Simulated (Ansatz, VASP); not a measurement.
# One calculation of MgS, two programs

```
Mg S
1.0
     3.33823    0.00000    0.00000
     0.00000    3.33823    0.00000
     0.00000    0.00000    3.33823
Mg S
1 1
Direct
  0.00000 0.00000 0.00000
  0.50000 0.50000 0.50000
```

Alike in both runs: task single point; functional PBE; k mesh 6 × 6 × 6; occupations fermi-dirac, width 0.02 eV; no spin polarisation.

|  | VASP | Ansatz |
| --- | --- | --- |
| version | VASP 6.6.1 | Ansatz 0.2.0 |
| potentials or method | VASP PAW PBE potentials, release 64 (Mg_sv, S) | plane waves, PAW |
| plane-wave cutoff (eV) | 840 | 420 |
| valence electrons in the cell | 16 | 16 |

```csv
,VASP,Ansatz,Ansatz less VASP
pressure (GPa),-3.8,-3.6,+0.17
```

With one functional, cell and mesh, what is left measures potentials, basis and numerics.
